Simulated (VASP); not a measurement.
Write the native input for VASP 6.6.1 that does the following.

```yaml
Task: single point
Functional: PBE
Dispersion: D3(BJ)
Potentials_or_basis: VASP PAW PBE potentials, release 64 (O, H, Cl)
Cutoff: 520 eV
k_mesh: 1 × 1 × 1
Occupations: fermi-dirac, width 0.02 eV
Spin: no spin polarisation
Dipole_correction: no
Further_INCAR_settings: LREAL = Auto; ALGO = Normal; EDIFF = 1e-06; NBANDS = 55
```

The structure of H17ClO8 lies in POSCAR:

```
H17ClO8
1.0
    5.6830050000      0.0000000000      0.0000000000
    0.0000000000      5.6830050000      0.0000000000
    0.0000000000      0.0000000000      5.6830050000
O H Cl
8 17 1
Direct
    0.1410345407      0.1400843392      0.8916585504
    0.8786196739      0.8955121454      0.3027623590
    0.5909373650      0.1434628335      0.1393276972
    0.7954946371      0.5042402743      0.2204819457
   -0.1213442536      0.4836349783      0.6857991503
    0.6823150780      0.9899340226      0.7550406871
    0.1580853791      0.2322714831      0.3704906119
    0.3749072894      0.5098710981     -0.1055779469
    0.2602496391      0.0358789056      0.8253731960
    0.2350692987      0.2510291650      0.9865379320
    0.6682028258      1.0147976291      0.2178600934
    0.8862212861      0.7230681655      0.3053842113
    0.6099589918      0.1122821465     -0.0333274386
    0.3349988254      0.2562376771      0.3558328736
    1.1226103092      0.3565543229      0.2454687265
    0.6442894208      0.5246872033      0.3222766828
   -0.0902515483      0.3975361626      0.8386760174
   -0.0031673384      0.3796582970      0.5671647306
    0.8280302410      0.9888430505      0.6517854551
    0.5688011888      0.9316022069      0.6432160450
   -0.0876472922      0.6695577428      0.7211677625
    0.0278021927     -0.0506774145      0.2515570548
    0.7066859874      0.3419493736      0.1629947537
    0.3573989465      0.5320248706     -0.2715640757
    0.4910958199      0.6130031559     -0.0390286477
    0.3568358641      0.7126511414      0.4474921278
```

One way to write it, as run:

INCAR

```
SYSTEM = H17ClO8
  PREC = Accurate
  ENCUT = 520
  EDIFF = 1E-6
  ISMEAR = -1
  SIGMA = 0.02
  LREAL = Auto
  LASPH = .True.
  NELM = 80
  ALGO = Normal
  ISIF = 2
  LWAVE = .False.
  LCHARG = .False.
  GGA = PE
  IVDW = 12
  NBANDS = 55
```

KPOINTS

```
Automatic mesh
0
Gamma
  1 1 1
  0 0 0
```

Potentials or basis: VASP PAW PBE potentials, release 64 (O, H, Cl).

Run with:

```sh
$ cat potpaw_PBE.64/O/POTCAR potpaw_PBE.64/H/POTCAR potpaw_PBE.64/Cl/POTCAR > POTCAR
$ mpirun -np 1 vasp_gam > vasp.out
```

It gave:

| Item | Value |
| --- | --- |
| Pressure | 6.6 GPa |
| Largest force | 3.432 eV/Å |
| Dispersion energy per atom | -0.059 eV |

Caveat: the k points lie up to 1.11 Å⁻¹ apart, too coarse for converged energies, forces and pressures; the atoms stand as in a frame of molecular dynamics.

Run time: 38 s on 1 thread of AMD EPYC 7R13, with other jobs on the host, peak memory 0.21 GiB.
